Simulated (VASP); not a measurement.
# Pb in VASP: single point with r2SCAN+rVV10

Aim: the single point of Pb with r2SCAN+rVV10.

Program: VASP 6.6.1. These are calculated values, not measurements. Logs are shortened: lines on timing, memory, paths and dates and some standing lists are left out, and cuts for length are marked.

### Step 1. The cell of the first run

The cell holds a slab with vacuum, 5 atoms: a = 3.560 Å, b = 3.560 Å, c = 29.747 Å, α = 90.00°, β = 90.00°, γ = 120.00°.

### Step 2. Single point, r2SCAN+rVV10

POSCAR

```
Pb
1.0
    3.5595565751      0.0000000000      0.0000000000
   -1.7797782876      3.0826664202      0.0000000000
    0.0000000000      0.0000000000     29.7467072173
Pb
5
Direct
    0.0000000000      0.0000000000      0.2353201633
    0.6666666667      0.3333333333      0.3236229735
    0.3333333333      0.6666666667      0.4207929572
    0.0000000000      1.0000000000      0.5154889031
    0.6666666667      0.3333333333      0.6044480891
```

INCAR.step1

```
SYSTEM = Pb
  ALGO = Normal
  DIPOL = 0.5 0.5 0.420
  EDIFF = 1E-5
  ENCUT = 440
  GGA = PE
  GGA_COMPAT = .False.
  IDIPOL = 3
  ISMEAR = 1
  LASPH = .True.
  LCHARG = .False.
  LDIPOL = .True.
  LREAL = .False.
  LWAVE = .True.
  NBANDS = 43
  NELM = 120
  NELMDL = -8
  PREC = Accurate
  SIGMA = 0.1
```

INCAR.step2

```
SYSTEM = Pb
  ALGO = Normal
  BPARAM = 11.95
  CPARAM = 0.0093
  DIPOL = 0.5 0.5 0.420
  EDIFF = 1E-6
  ENCUT = 440
  GGA_COMPAT = .False.
  IDIPOL = 3
  ISIF = 2
  ISMEAR = 1
  ISTART = 1
  IVDW_NL = 2
  LASPH = .True.
  LCHARG = .False.
  LDIPOL = .True.
  LMIXTAU = .True.
  LREAL = .False.
  LUSE_VDW = .True.
  LWAVE = .False.
  METAGGA = R2SCAN
  NBANDS = 43
  NELM = 120
  PREC = Accurate
  SIGMA = 0.1
```

KPOINTS

```
k-points
0
Gamma
  12 12 1
  0 0 0
```

Potentials or basis: VASP PAW PBE potentials, release 64 (Pb_d).

The run is started by

```bash
cat potpaw_PBE.64/Pb_d/POTCAR > POTCAR
cp INCAR.step1 INCAR
mpirun -np 1 vasp_std > vasp.out
cp INCAR.step2 INCAR
mpirun -np 1 vasp_std > vasp.out
```

OUTCAR:

```text
SYSTEM = Pb
   BPARAM = 11.95
   EDIFF = 1E-6
   ENCUT = 440
   ISIF = 2
   ISMEAR = 1
   ISTART = 1
   IVDW_NL = 2
   LASPH = .True.
   LREAL = .False.
   METAGGA = R2SCAN
   NELM = 120
   PREC = Accurate

 ion  position               nearest neighbor table
   1  0.000  0.000  0.235-   2 3.34   2 3.34   2 3.34
   2  0.667  0.333  0.324-   1 3.34   1 3.34   1 3.34   3 3.55   3 3.55   3 3.55
   3  0.333  0.667  0.421-   4 3.49   4 3.49   4 3.49   2 3.55   2 3.55   2 3.55
   4  0.000  0.000  0.515-   5 3.35   5 3.35   5 3.35   3 3.49   3 3.49   3 3.49
   5  0.667  0.333  0.604-   4 3.35   4 3.35   4 3.35

  LATTYP: Found a hexagonal cell.
 ALAT       =     3.5595565751
 C/A-ratio  =     8.3568575438

  Lattice vectors:

 A1 = (   3.5595565751,   0.0000000000,   0.0000000000)
 A2 = (  -1.7797782876,   3.0826664202,   0.0000000000)
 A3 = (   0.0000000000,   0.0000000000,  29.7467072173)

Analysis of symmetry for initial positions (statically):
=====================================================================
 Subroutine PRICEL returns:
 Original cell was already a primitive cell.

 Routine SETGRP: Setting up the symmetry group for a
 hexagonal supercell.

 Subroutine GETGRP returns: Found  6 space group operations
 (whereof  6 operations were pure point group operations)
 out of a pool of 24 trial point group operations.

The static configuration has the point symmetry C_3v.

Analysis of symmetry for dynamics (positions and initial velocities):
=====================================================================
 Subroutine PRICEL returns:
 Original cell was already a primitive cell.

 Routine SETGRP: Setting up the symmetry group for a
 hexagonal supercell.

 Subroutine GETGRP returns: Found  6 space group operations
 (whereof  6 operations were pure point group operations)
 out of a pool of 24 trial point group operations.

The dynamic configuration has the point symmetry C_3v.

 Subroutine INISYM returns: Found  6 space group operations
 (whereof  6 operations are pure point group operations),
 and found     1 'primitive' translations

----------------------------------------------------------------------------------------

                                     Primitive cell

  volume of cell :     326.4084

  direct lattice vectors                    reciprocal lattice vectors
     3.559556575  0.000000000  0.000000000     0.280933869  0.162197245  0.000000000
    -1.779778288  3.082666420  0.000000000     0.000000000  0.324394490  0.000000000
     0.000000000  0.000000000 29.746707217     0.000000000  0.000000000  0.033617166

  length of vectors
     3.559556575  3.559556575 29.746707217     0.324394490  0.324394490  0.033617166

  position of ions in fractional coordinates (direct lattice)
     0.000000000  0.000000000  0.235320163
     0.666666667  0.333333333  0.323622974
     0.333333333  0.666666667  0.420792957
     0.000000000  0.000000000  0.515488903
     0.666666667  0.333333333  0.604448089

  ion indices of the primitive-cell ions
   primitive index   ion index
                 1           1
                 2           2
                 3           3
                 4           4
                 5           5

----------------------------------------------------------------------------------------

 KPOINTS: k-points

Automatic generation of k-mesh.
 Grid dimensions read from file:
 generate k-points for:   12   12    1

 Generating k-lattice:

  Cartesian coordinates                     Fractional coordinates (reciprocal lattice)
     0.023411156  0.013516437  0.000000000     0.083333333 -0.000000000  0.000000000
     0.000000000  0.027032874  0.000000000     0.000000000  0.083333333  0.000000000
     0.000000000  0.000000000  0.033617166     0.000000000  0.000000000  1.000000000

  Length of vectors
     0.027032874  0.027032874  0.033617166

  Shift w.r.t. Gamma in fractional coordinates (k-lattice)
     0.000000000  0.000000000  0.000000000

 Subroutine IBZKPT returns following result:
 ===========================================

 Found     19 irreducible k-points:

 Following reciprocal coordinates:
            Coordinates               Weight
  0.000000  0.000000  0.000000      1.000000
  0.083333 -0.000000  0.000000      6.000000
  0.166667  0.000000  0.000000      6.000000
  0.250000  0.000000  0.000000      6.000000
  0.333333 -0.000000  0.000000      6.000000
  0.416667 -0.000000  0.000000      6.000000
[... 11 lines left out ...]
  0.333333  0.250000  0.000000     12.000000
  0.333333  0.333333  0.000000      2.000000
   k-points           NKPTS =     19   k-points in BZ     NKDIM =     19   number of bands    NBANDS=     43
   number of dos      NEDOS =    301   number of ions     NIONS =      5
   total plane-waves  NPLWV = 120960
   dimension x,y,z NGX =    24 NGY =   24 NGZ =  210
   dimension x,y,z NGXF=    48 NGYF=   48 NGZF=  420
   ions per type =               5
   NGX,Y,Z   is equivalent  to a cutoff of  11.21, 11.21, 11.74 a.u.
   NGXF,Y,Z  is equivalent  to a cutoff of  22.42, 22.42, 23.47 a.u.
 SYSTEM =  Pb
   PREC   = accura    normal or accurate (medium, high low for compatibility)
   ISTART =      1    job   : 0-new  1-cont  2-samecut
   ICHARG =      0    charge: 1-file 2-atom 10-const
   ISPIN  =      1    spin polarized calculation?
   LNONCOLLINEAR =      F non collinear calculations
   LSORBIT =      F    spin-orbit coupling
   LASPH  =      T    aspherical Exc in radial PAW
   ENCUT  =  440.0 eV  32.34 Ry    5.69 a.u.   6.09  6.09 50.88*2*pi/ulx,y,z
   NELM   =    120;   NELMIN=  2; NELMDL=  0     # of ELM steps
   EDIFF  = 0.1E-05   stopping-criterion for ELM
   LREAL  =      F    real-space projection
[... 7 lines left out ...]
   TEBEG  =    0.0;   TEEND  =   0.0 temperature during run
   PSTRESS=    0.0 pullay stress
   NELECT =      70.0000    total number of electrons
   NUPDOWN=      -1.0000    fix difference up-down
   EMIN   =  10.00;   EMAX   =-10.00  energy-range for DOS
   EFERMI =   0.00;   METHOD = LEGACY
   ISMEAR =     1;   SIGMA  =   0.10  broadening in eV -4-tet -1-fermi 0-gaus
   EFERMI_NEDOS =   21; number of points for ismear=-14 and -15
   IALGO  =     38    algorithm
   IMIX   =      4    mixing-type and parameters
     AMIX     =   0.40;   BMIX     =  1.00
     AMIX_MAG =   1.60;   BMIX_MAG =  1.00
  volume/ion in A,a.u.               =      65.28       440.54
  Fermi-wavevector in a.u.,A,eV,Ry     =   0.979912  1.851765 13.064688  0.960227
  Thomas-Fermi vector in A             =   2.110802
   LORBIT       =      0    0 simple, 1 ext, 2 COOP (PROOUT), +10 PAW based schemes
   METAGGA = R2SCAN    functional components
   LHFCALC =     F    Hartree Fock is set to
   AEXX    =    0.0000 exact exchange contribution
   IVDW_NL    =     2    kernel type
   BPARAM     =11.9500
   IVDW    =     0    specifies the selected vdW correction
   LEPSILON=     F    determine dielectric tensor
   LRPA    =     F    only Hartree local field effects (RPA)
 non-spin polarized calculation
 Methfessel and Paxton  Order N= 1 SIGMA  =   0.10
  energy-cutoff  :      440.00
  volume of cell :      326.41
 maximum number of plane-waves:      6898
   NGX = 13   NGY = 13   NGZ =101

 dipolmoment           0.000000      0.000000      0.005151 electrons x Angstroem

 number of electron      70.0000003 magnetization

 dipolmoment           0.000000      0.000000     -0.001383 electrons x Angstroem

 Free energy of the ion-electron system (eV)
  ---------------------------------------------------
  ext. energy  EPLUGINS =         0.00000000
  ---------------------------------------------------
  free energy    TOTEN  =      -278.94679831 eV

  energy without entropy =     -278.94637390  energy(sigma->0) =     -278.94665684

 E-fermi :   1.4371     XC(G=0):  -5.5300

 val. band max:        1.3030505959   @ k =   0.2500   0.0000   0.0000
 cond. band min:       1.4543336944   @ k =   0.2500   0.0833   0.0000
 fundamental gap:      0.1512830985
 Fermi energy:         1.4370629107

 k-point     1 :       0.0000    0.0000    0.0000
  band No.  band energies     occupation
      1     -16.4342      2.00000
      2     -16.3854      2.00000
      3     -16.3854      2.00000
      4     -16.3546      2.00000
      5     -16.3497      2.00000
      6     -16.3366      2.00000
[... 35 lines left out ...]
     42       7.0211      0.00000
     43       7.6324      0.00000

 k-point     2 :       0.0833   -0.0000    0.0000
  band No.  band energies     occupation
      1     -16.4283      2.00000
      2     -16.3884      2.00000
      3     -16.3726      2.00000
      4     -16.3598      2.00000
      5     -16.3551      2.00000
      6     -16.3302      2.00000
[... 35 lines left out ...]
     42       6.5948      0.00000
     43       6.6443      0.00000

 k-point     3 :       0.1667    0.0000    0.0000
  band No.  band energies     occupation
      1     -16.4318      2.00000
      2     -16.3857      2.00000
      3     -16.3780      2.00000
      4     -16.3644      2.00000
      5     -16.3466      2.00000
      6     -16.3321      2.00000
[... 35 lines left out ...]
     42       5.7666      0.00000
     43       6.0051      0.00000

 k-point     4 :       0.2500    0.0000    0.0000
  band No.  band energies     occupation
      1     -16.4571      2.00000
      2     -16.4038      2.00000
      3     -16.3932      2.00000
      4     -16.3706      2.00000
      5     -16.3435      2.00000
      6     -16.3412      2.00000
[... 633 lines left out ...]
     42       3.5597      0.00000
     43       4.5724      0.00000

 k-point    18 :       0.3333    0.2500    0.0000
  band No.  band energies     occupation
      1     -16.4428      2.00000
      2     -16.4111      2.00000
      3     -16.3930      2.00000
      4     -16.3710      2.00000
      5     -16.3481      2.00000
      6     -16.3454      2.00000
[... 35 lines left out ...]
     42       4.0517      0.00000
     43       4.1584      0.00000

 k-point    19 :       0.3333    0.3333    0.0000
  band No.  band energies     occupation
      1     -16.4217      2.00000
      2     -16.4174      2.00000
      3     -16.4129      2.00000
      4     -16.3718      2.00000
      5     -16.3311      2.00000
      6     -16.3304      2.00000
[... 35 lines left out ...]
     42       3.8746      0.00000
     43       4.3436      0.00000

------------------------ aborting loop because EDIFF is reached ----------------------------------------

 vacuum level on the upper side and lower side of the slab       (xc-potential included)         0.049         0.055

  FORCE on cell =-STRESS in cart. coord.  units (eV):
  Direction    XX          YY          ZZ          XY          YZ          ZX
  --------------------------------------------------------------------------------------
  -------------------------------------------------------------------------------------
  Total       -0.7753842     -0.7753842     -0.2222381      0.0000000      0.0000000     -0.0000000
  in kB       -3.8059774     -3.8059774     -1.0908569      0.0000000      0.0000000     -0.0000000
  external PRESSURE =      -2.9009372 kB  Pullay stress =       0.0000000 kB

 VOLUME and BASIS-vectors are now :
 -----------------------------------------------------------------------------
  energy-cutoff  :      440.00
  volume of cell :      326.41
      direct lattice vectors                 reciprocal lattice vectors
     3.559556575  0.000000000  0.000000000     0.280933869  0.162197245  0.000000000
    -1.779778288  3.082666420  0.000000000     0.000000000  0.324394490  0.000000000
     0.000000000  0.000000000 29.746707217     0.000000000  0.000000000  0.033617166

 POSITION                                       TOTAL-FORCE (eV/Angst)
 -----------------------------------------------------------------------------------
      0.00000      0.00000      7.00000         0.000000      0.000000      0.012299
      1.77978      1.02756      9.62672        -0.000000     -0.000000      0.026839
     -0.00000      2.05511     12.51720         0.000000     -0.000000     -0.054324
      0.00000      0.00000     15.33410         0.000000     -0.000000      0.058019
      1.77978      1.02756     17.98034        -0.000000      0.000000     -0.042833
 -----------------------------------------------------------------------------------
    total drift:                               -0.000000     -0.000000      0.004394

  FREE ENERGIE OF THE ION-ELECTRON SYSTEM (eV)
  ---------------------------------------------------
  free  energy   TOTEN  =      -278.9467983131 eV

  energy  without entropy=     -278.9463739027  energy(sigma->0) =     -278.94665684

 vacuum level on the upper side and lower side of the slab         5.137         5.148
```

Wall time 67 min (1 thread of Intel Xeon 8259CL, shared host); peak memory 0.88 GiB.

What came out:

- Free energy: -278.9468 eV
- Largest force: 0.058 eV/Å
- Band gap on the k mesh: zero (bands 35 and 36 overlap by 5.33 eV)

Forces on the atoms (eV/Å):
```
Pb   0.000  0.000  0.012
Pb   0.000  0.000  0.027
Pb   0.000  0.000 -0.054
Pb   0.000  0.000  0.058
Pb   0.000  0.000 -0.043
```

Caveat: the PAW data sets were made with another functional, which shifts forces and pressure a little; spin-orbit coupling is left out, which moves the levels of the heavy elements.
